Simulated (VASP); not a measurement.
# BeTe (F-43m) in VASP: density of states with PBEsol

Aim: the density of states of BeTe with PBEsol.

Program: VASP 6.6.1. These are calculated values, not measurements. Logs are shortened: lines on timing, memory, paths and dates and some standing lists are left out, and cuts for length are marked.

## 1. The cell of the first run

It takes space group F-43m (No. 216, cubic). The conventional cell has a = 5.664 Å, b = 5.664 Å, c = 5.664 Å, α = 90.00°, β = 90.00°, γ = 90.00°. Within 3.2 Å of Be (site symmetry -43m) lie 4 Te at 2.45 Å. Within 3.2 Å of Te (site symmetry -43m) lie 4 Be at 2.45 Å.

## 2. Density of states, PBEsol

POSCAR

```
BeTe
1.0
    0.0000000000      2.8318743745      2.8318743745
    2.8318743745      0.0000000000      2.8318743745
    2.8318743745      2.8318743745      0.0000000000
Be Te
1 1
Direct
    0.0000000000      0.0000000000      0.0000000000
    0.2500000000      0.2500000000      0.2500000000
```

INCAR.step1

```
PREC     = Accurate       # precision mode
ENCUT    = 520            # plane-wave cutoff, eV
EDIFF    = 1E-7           # SCF threshold, eV
ISMEAR   = 0              # smearing method
SIGMA    = 0.02           # smearing width, eV
LREAL    = F              # projectors in reciprocal space
LASPH    = T              # aspherical terms in the spheres
NELM     = 80             # most SCF steps
ALGO     = Normal         # electronic algorithm
ISIF     = 2              # what is computed and relaxed
LWAVE    = F              # write WAVECAR
LCHARG   = T              # write CHGCAR
GGA      = PS             # functional
NBANDS   = 11             # bands
```

KPOINTS.step1

```
Automatic mesh
0
Gamma
  8 8 8
```

INCAR.step2

```
PREC     = Accurate       # precision mode
ENCUT    = 520            # plane-wave cutoff, eV
EDIFF    = 1E-7           # SCF threshold, eV
ISMEAR   = -5             # smearing method
SIGMA    = 0.02           # smearing width, eV
LREAL    = F              # projectors in reciprocal space
LASPH    = T              # aspherical terms in the spheres
NELM     = 80             # most SCF steps
ALGO     = Normal         # electronic algorithm
ISIF     = 2              # what is computed and relaxed
LWAVE    = F              # write WAVECAR
LCHARG   = F              # write CHGCAR
GGA      = PS             # functional
LORBIT   = 10             # projections on sites
NEDOS    = 1001           # points of the DOS
ICHARG   = 11             # starting density
```

KPOINTS.step2

```
Automatic mesh
0
Gamma
  12 12 12
```

Potentials or basis: VASP PAW PBE potentials, release 64 (Be, Te).

Started as:

```console
cat potpaw_PBE.64/Be/POTCAR potpaw_PBE.64/Te/POTCAR > POTCAR
cp INCAR.step1 INCAR
cp KPOINTS.step1 KPOINTS
mpirun -np 1 vasp_std > vasp.out
cp INCAR.step2 INCAR
cp KPOINTS.step2 KPOINTS
mpirun -np 1 vasp_std > vasp.out
```

OUTCAR:

```text
PREC = Accurate
   ENCUT = 520
   EDIFF = 1E-7
   ISMEAR = -5
   LREAL = F
   LASPH = T
   NELM = 80
   ISIF = 2
   GGA = PS
   LORBIT = 10
   ICHARG = 11

 ion  position               nearest neighbor table
   1  0.000  0.000  0.000-   2 2.45   2 2.45   2 2.45   2 2.45
   2  0.250  0.250  0.250-   1 2.45   1 2.45   1 2.45   1 2.45

  LATTYP: Found a face centered cubic cell.
 ALAT       =     5.6637487490

  Lattice vectors:

 A1 = (   0.0000000000,   2.8318743745,   2.8318743745)
 A2 = (   2.8318743745,   0.0000000000,   2.8318743745)
 A3 = (   2.8318743745,   2.8318743745,   0.0000000000)

Analysis of symmetry for initial positions (statically):
=====================================================================
 Subroutine PRICEL returns:
 Original cell was already a primitive cell.

 Routine SETGRP: Setting up the symmetry group for a
 face centered cubic supercell.

 Subroutine GETGRP returns: Found 24 space group operations
 (whereof 24 operations were pure point group operations)
 out of a pool of 48 trial point group operations.

The static configuration has the point symmetry T_d .

Analysis of symmetry for dynamics (positions and initial velocities):
=====================================================================
 Subroutine PRICEL returns:
 Original cell was already a primitive cell.

 Routine SETGRP: Setting up the symmetry group for a
 face centered cubic supercell.

 Subroutine GETGRP returns: Found 24 space group operations
 (whereof 24 operations were pure point group operations)
 out of a pool of 48 trial point group operations.

The dynamic configuration has the point symmetry T_d .

 Subroutine INISYM returns: Found 24 space group operations
 (whereof 24 operations are pure point group operations),
 and found     1 'primitive' translations

----------------------------------------------------------------------------------------

                                     Primitive cell

  volume of cell :      45.4205

  direct lattice vectors                    reciprocal lattice vectors
     0.000000000  2.831874374  2.831874374    -0.176561504  0.176561504  0.176561504
     2.831874374  0.000000000  2.831874374     0.176561504 -0.176561504  0.176561504
     2.831874374  2.831874374  0.000000000     0.176561504  0.176561504 -0.176561504

  length of vectors
     4.004875147  4.004875147  4.004875147     0.305813496  0.305813496  0.305813496

  position of ions in fractional coordinates (direct lattice)
     0.000000000  0.000000000  0.000000000
     0.250000000  0.250000000  0.250000000

  ion indices of the primitive-cell ions
   primitive index   ion index
                 1           1
                 2           2

----------------------------------------------------------------------------------------

 KPOINTS: Automatic mesh

Automatic generation of k-mesh.
 Grid dimensions read from file:
 generate k-points for:   12   12   12

 Generating k-lattice:

  Cartesian coordinates                     Fractional coordinates (reciprocal lattice)
    -0.014713459  0.014713459  0.014713459     0.083333333  0.000000000  0.000000000
     0.014713459 -0.014713459  0.014713459     0.000000000  0.083333333  0.000000000
     0.014713459  0.014713459 -0.014713459     0.000000000  0.000000000  0.083333333

  Length of vectors
     0.025484458  0.025484458  0.025484458

  Shift w.r.t. Gamma in fractional coordinates (k-lattice)
     0.000000000  0.000000000  0.000000000

 TETIRR: Found    247 inequivalent tetrahedra from    10368

 Subroutine IBZKPT returns following result:
 ===========================================

 Found     72 irreducible k-points:

 Following reciprocal coordinates:
            Coordinates               Weight
  0.000000  0.000000  0.000000      1.000000
  0.083333  0.000000  0.000000      8.000000
  0.166667  0.000000  0.000000      8.000000
  0.250000  0.000000  0.000000      8.000000
  0.333333  0.000000  0.000000      8.000000
  0.416667  0.000000  0.000000      8.000000
[... 16 lines left out ...]
  0.500000  0.166667  0.000000     24.000000
 -0.416667  0.166667  0.000000     24.000000
 [... further k-points ...]
   k-points           NKPTS =     72   k-points in BZ     NKDIM =     72   number of bands    NBANDS=      8
   number of dos      NEDOS =   1001   number of ions     NIONS =      2
   total plane-waves  NPLWV =  27000
   dimension x,y,z NGX =    30 NGY =   30 NGZ =   30
   dimension x,y,z NGXF=    60 NGYF=   60 NGZF=   60
   ions per type =               1   1
   NGX,Y,Z   is equivalent  to a cutoff of  12.45, 12.45, 12.45 a.u.
   NGXF,Y,Z  is equivalent  to a cutoff of  24.91, 24.91, 24.91 a.u.
 SYSTEM =  unknown system
   PREC   = accura    normal or accurate (medium, high low for compatibility)
   ISTART =      0    job   : 0-new  1-cont  2-samecut
   ICHARG =     11    charge: 1-file 2-atom 10-const
   ISPIN  =      1    spin polarized calculation?
   LNONCOLLINEAR =      F non collinear calculations
   LSORBIT =      F    spin-orbit coupling
   LASPH  =      T    aspherical Exc in radial PAW
   ENCUT  =  520.0 eV  38.22 Ry    6.18 a.u.   7.45  7.45  7.45*2*pi/ulx,y,z
   NELM   =     80;   NELMIN=  2; NELMDL=  0     # of ELM steps
   EDIFF  = 0.1E-06   stopping-criterion for ELM
   LREAL  =      F    real-space projection
   EDIFFG = 0.1E-05   stopping-criterion for IOM
   NSW    =      0    number of steps for IOM
   IBRION =     -1    ionic relax: 0-MD 1-quasi-New 2-CG
   NFREE  =      0    steps in history (QN), initial steepest desc. (CG)
   ISIF   =      2    stress and relaxation
   ISYM   =      2    0-nonsym 1-usesym 2-fastsym
   POTIM  = 0.5000    time-step for ionic-motion
   TEBEG  =    0.0;   TEEND  =   0.0 temperature during run
   PSTRESS=    0.0 pullay stress
   NELECT =       8.0000    total number of electrons
   NUPDOWN=      -1.0000    fix difference up-down
   EMIN   =  10.00;   EMAX   =-10.00  energy-range for DOS
   EFERMI =   0.00;   METHOD = LEGACY
   ISMEAR =    -5;   SIGMA  =   0.02  broadening in eV -4-tet -1-fermi 0-gaus
   EFERMI_NEDOS =   21; number of points for ismear=-14 and -15
   IALGO  =     38    algorithm
   IMIX   =      4    mixing-type and parameters
     AMIX     =   0.40;   BMIX     =  1.00
     AMIX_MAG =   1.60;   BMIX_MAG =  1.00
  volume/ion in A,a.u.               =      22.71       153.26
  Fermi-wavevector in a.u.,A,eV,Ry     =   0.917672  1.734149 11.457766  0.842122
  Thomas-Fermi vector in A             =   2.042667
   LORBIT       =     10    0 simple, 1 ext, 2 COOP (PROOUT), +10 PAW based schemes
   GGA     = PS    functional components
   LHFCALC =     F    Hartree Fock is set to
   AEXX    =    0.0000 exact exchange contribution
   IVDW    =     0    specifies the selected vdW correction
   LEPSILON=     F    determine dielectric tensor
   LRPA    =     F    only Hartree local field effects (RPA)
 non-spin polarized calculation
 Fermi weights with tetrahedron method with Bloechl corrections
  energy-cutoff  :      520.00
  volume of cell :       45.42
 maximum number of plane-waves:      1245
 NGX is ok and might be reduce to    30

 number of electron       8.0000000 magnetization

 Free energy of the ion-electron system (eV)
  ---------------------------------------------------
  ext. energy  EPLUGINS =         0.00000000
  ---------------------------------------------------
  free energy    TOTEN  =        -8.21015391 eV

  energy without entropy =       -8.21015391  energy(sigma->0) =       -8.21015391

 E-fermi :   4.8253     XC(G=0):  -9.1347

 val. band max:        4.8169274932   @ k =   0.0000   0.0000   0.0000
 cond. band min:       6.7112833194   @ k =   0.5000   0.5000   0.0000
 fundamental gap:      1.8943558261
 Fermi energy:         4.8252609898

 k-point     1 :       0.0000    0.0000    0.0000
  band No.  band energies     occupation
      1      -7.4056      2.00000
      2       4.8169      2.00000
      3       4.8169      2.00000
      4       4.8169      2.00000
      5       8.4280      0.00000
      6       8.4295      0.00000
      7       8.4295      0.00000
      8       8.4295      0.00000

 k-point     2 :       0.0833    0.0000    0.0000
  band No.  band energies     occupation
      1      -7.3408      2.00000
      2       4.1342      2.00000
      3       4.7070      2.00000
      4       4.7070      2.00000
      5       8.3438      0.00000
      6       8.5921      0.00000
      7       8.5921      0.00000
      8       9.1516      0.00000

 k-point     3 :       0.1667    0.0000    0.0000
  band No.  band energies     occupation
      1      -7.1526      2.00000
      2       2.8381      2.00000
      3       4.4483      2.00000
      4       4.4483      2.00000
      5       8.2051      0.00000
      6       8.9596      0.00000
      7       8.9596      0.00000
      8      10.4568      0.00000

 k-point     4 :       0.2500    0.0000    0.0000
  band No.  band energies     occupation
      1      -6.8636      2.00000
      2       1.5293      2.00000
      3       4.1599      2.00000
      4       4.1599      2.00000
      5       8.0482      0.00000
      6       9.2830      0.00000
      7       9.2830      0.00000
      8      11.7050      0.00000

 k-point     5 :       0.3333    0.0000    0.0000
  band No.  band energies     occupation
      1      -6.5227      2.00000
      2       0.4132      2.00000
      3       3.9194      2.00000
      4       3.9194      2.00000
      5       7.9173      0.00000
      6       9.4078      0.00000
      7       9.4078      0.00000
      8      12.4492      0.00000

 k-point     6 :       0.4167    0.0000    0.0000
  band No.  band energies     occupation
      1      -6.2234      2.00000
      2      -0.3647      2.00000
      3       3.7643      2.00000
      4       3.7643      2.00000
      5       7.8338      0.00000
      6       9.3985      0.00000
      7       9.3985      0.00000
      8      12.5200      0.00000

 k-point     7 :       0.5000    0.0000    0.0000
  band No.  band energies     occupation
      1      -6.0987      2.00000
      2      -0.6509      2.00000
      3       3.7112      2.00000
      4       3.7112      2.00000
      5       7.8053      0.00000
      6       9.3795      0.00000
      7       9.3795      0.00000
      8      12.4871      0.00000
[... 133 lines left out ...]
 k-point    20 :       0.2500    0.1667    0.0000
  band No.  band energies     occupation
      1      -6.8515      2.00000
      2       2.2058      2.00000
      3       3.5107      2.00000
      4       3.5721      2.00000
      5       7.8208      0.00000
      6       9.5513      0.00000
      7      10.4163      0.00000
      8      10.4682      0.00000

 k-point    21 :       0.3333    0.1667    0.0000
  band No.  band energies     occupation
      1      -6.5539      2.00000
      2       1.1529      2.00000
      3       3.2384      2.00000
      4       3.2896      2.00000
      5       8.0169      0.00000
      6       9.6885      0.00000
      7      10.4403      0.00000
      8      10.7292      0.00000

 k-point    22 :       0.4167    0.1667    0.0000
  band No.  band energies     occupation
      1      -6.2363      2.00000
      2       0.2630      2.00000
      3       2.8700      2.00000
      4       3.1918      2.00000
      5       8.1055      0.00000
      6       9.9061      0.00000
      7      10.6821      0.00000
      8      10.8571      0.00000

 k-point    23 :       0.5000    0.1667    0.0000
  band No.  band energies     occupation
      1      -6.0025      2.00000
      2      -0.2894      2.00000
      3       2.5617      2.00000
      4       3.2262      2.00000
      5       8.1699      0.00000
      6       9.8686      0.00000
      7      10.4828      0.00000
      8      11.9076      0.00000

 k-point    24 :      -0.4167    0.1667    0.0000
  band No.  band energies     occupation
      1      -5.9670      2.00000
      2      -0.3641      2.00000
      3       2.3670      2.00000
      4       3.3875      2.00000
      5       8.3031      0.00000
      6       9.8480      0.00000
      7      10.2534      0.00000
      8      12.8606      0.00000

 [... further k-points ...]
[... 5 lines left out ...]
  --------------------------------------------------------------------------------------
  -------------------------------------------------------------------------------------
  Total       -0.4467344     -0.4467344     -0.4467344      0.0000000      0.0000000      0.0000000
  in kB      -15.7582530    -15.7582530    -15.7582530      0.0000000      0.0000000      0.0000000
  external PRESSURE =     -15.7582530 kB  Pullay stress =       0.0000000 kB

 VOLUME and BASIS-vectors are now :
 -----------------------------------------------------------------------------
  energy-cutoff  :      520.00
  volume of cell :       45.42
      direct lattice vectors                 reciprocal lattice vectors
     0.000000000  2.831874374  2.831874374    -0.176561504  0.176561504  0.176561504
     2.831874374  0.000000000  2.831874374     0.176561504 -0.176561504  0.176561504
     2.831874374  2.831874374  0.000000000     0.176561504  0.176561504 -0.176561504

 POSITION                                       TOTAL-FORCE (eV/Angst)
 -----------------------------------------------------------------------------------
      0.00000      0.00000      0.00000        -0.000000     -0.000000     -0.000000
      1.41594      1.41594      1.41594         0.000000      0.000000      0.000000
 -----------------------------------------------------------------------------------
    total drift:                                0.000000      0.000000      0.000000

  FREE ENERGIE OF THE ION-ELECTRON SYSTEM (eV)
  ---------------------------------------------------
  free  energy   TOTEN  =        -8.2101539117 eV

  energy  without entropy=       -8.2101539117  energy(sigma->0) =       -8.21015391

 total charge

# of ion       s       p       d       tot
------------------------------------------
    1        0.368   0.556   0.000   0.924
    2        1.334   2.126   0.032   3.492
--------------------------------------------------
tot          1.701   2.682   0.032   4.415
```

Wall time 43 s (1 thread of Intel Xeon 8259CL, shared host); peak memory 0.18 GiB.

Results:

```
Valence electrons inside the program's atomic spheres : Be 0.92; Te 3.49
```

Caveat: the PAW data sets were made with another functional, which shifts forces and pressure a little; spin-orbit coupling is left out, which moves the levels of the heavy elements.
